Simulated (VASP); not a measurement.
The system is AlN.

```
CELL_PARAMETERS angstrom
3.05770 0.00000 0.00000
-1.52885 2.64805 0.00000
0.00000 0.00000 5.14130
ATOMIC_POSITIONS crystal
Al 0.33333 0.66667 0.00152
Al 0.66667 0.33333 0.50152
N 0.33333 0.66667 0.38348
N 0.66667 0.33333 0.88348
```

| Property | Result |
| --- | --- |
| Program | VASP 6.6.1 |
| Task | relaxation of the atoms |
| Functional | LDA |
| Potentials or basis | VASP PAW LDA potentials, release 64 (Al, N) |
| Cutoff | 520 eV |
| k mesh | 9 × 9 × 6 |
| Occupations | gaussian, width 0.05 eV |
| Spin | no spin polarisation |

At the start: pressure -2.3 GPa; volume 10.41 Å³/atom.

Question: Where does the relaxation end?

Answer: Over 3 steps the energy falls by 5.0 meV/atom; space group P6_3mc (No. 186, to 0.05 Å).

Step by step:
```csv
step,energy change (eV),largest force (eV/Å),pressure (GPa)
1,0.0000,0.4653,-2.25
2,-0.0201,0.0389,-2.85
3,-0.0202,0.0013,-2.82
```

Final structure:
```xyz
4
Lattice="3.0577 0.0000 0.0000 -1.5289 2.6480 0.0000 0.0000 0.0000 5.1413" Properties=species:S:1:pos:R:3 pbc="T T T"
Al    0.0000    1.7654    0.0287
Al    1.5289    0.8827    2.5994
N     0.0000    1.7654    1.9507
N     1.5289    0.8827    4.5213
```

Measured gap of AlN: 6.0343 eV (an exciton energy, a little under the gap; 0 K; quoted in “Structural and optical properties of self-assembled AlN nanowires grown on SiO2/Si substrates by molecular beam epitaxy”, 2024, arxiv:2402.00216). This calculation gives 4.24 eV (-1.80 eV). 2 values of this kind are on record (6.034 to 6.0343 eV); this one was drawn at random. The value is that of LDA on a finite k mesh, which can miss the band edges, without temperature or zero-point motion. Semilocal functionals fall short of measured gaps as a rule.
